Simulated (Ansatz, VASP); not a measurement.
Re in VASP and in Ansatz

Contents of INCAR:

```
PREC = Accurate
ENCUT = 520
EDIFF = 1E-6
ISMEAR = -1
SIGMA = 0.05
LREAL = False
LASPH = True
NELM = 80
ALGO = Normal
ISIF = 2
LWAVE = False
LCHARG = True
GGA = PE
LELF = True
LVHAR = True
NBANDS = 22
```

The input KPOINTS:

```
regular mesh
0
Gamma
  9 9 3
```

The input POSCAR:

```
Re
1.0
    2.7663873939      0.0000000000      0.0000000000
   -1.3831936969      2.3957617598      0.0000000000
    0.0000000000      0.0000000000      8.5812913536
Re
4
Direct
    0.6666666667      0.3333333333      0.7500000000
    0.0000000000      0.0000000000      0.5000000000
    0.3333333333      0.6666666667      0.2500000000
    0.0000000000      0.0000000000      0.0000000000
```

File input.yaml:

```yaml
crystal:
  lattice:
    - [2.7663873939, 0.0, 0.0]
    - [-1.3831936969, 2.3957617598, 0.0]
    - [0.0, 0.0, 8.5812913536]
  atoms:
    - { symbol: Re, position: [0.6666666667, 0.3333333333, 0.75] }
    - { symbol: Re, position: [0.0, 0.0, 0.5] }
    - { symbol: Re, position: [0.3333333333, 0.6666666667, 0.25] }
    - { symbol: Re, position: [0.0, 0.0, 0.0] }
hamiltonian:
  xc: pbe
  pseudopotentials: { kind: paw }
kpoints:
  mp_grid: { grid: [9, 9, 3] }
  band_path:
    path:
      - [[0.0, 0.0, 0.0], [0.5, 0.0, 0.0], [0.3333333333, 0.3333333333, 0.0], [0.0, 0.0, 0.0], [0.0, 0.0, 0.5], [0.5, 0.0, 0.5], [0.3333333333, 0.3333333333, 0.5], [0.0, 0.0, 0.5]]
      - [[0.5, 0.0, 0.5], [0.5, 0.0, 0.0]]
      - [[0.3333333333, 0.3333333333, 0.0], [0.3333333333, 0.3333333333, 0.5]]
    npoints: 14
scf:
  occupations: { method: fermi_dirac, width: 0.05 }
  n_extra_bands: 10
output:
  forces: true
  stress: true
  eigenvalues: true
  fatbands: true
  write_density: true
  write_potential: true
  elf: true
  volumetric_format: npy
```

Alike in both runs: functional PBE; k mesh 9 × 9 × 3; occupations fermi-dirac, width 0.05 eV; no spin polarisation.

```csv
,VASP,Ansatz
version,VASP 6.6.1,Ansatz 0.2.0
potentials or method,"VASP PAW PBE potentials, release 64 (Re)",Ansatz PAW
plane-wave cutoff (eV),520,420
valence electrons in the cell,28,60
task,single point,band structure
```

Ansatz gave:

- gap on the k mesh at the Fermi level (eV): none
- pressure (GPa): 20.8
- traceless stress, the component that is largest in VASP (GPa): 13.02

Question: Estimate VASP's values.

Answer: gap on the k mesh at the Fermi level (eV): none; pressure (GPa): 20.7; traceless stress, the component that is largest in VASP (GPa): 12.78.

A gap of «none» marks a metal or a gap that the smearing closes. VASP's potentials hold 28 valence electrons a cell and Ansatz's 60, so a difference there can come from the potentials and not from the codes.

Neither program's run includes spin-orbit coupling.
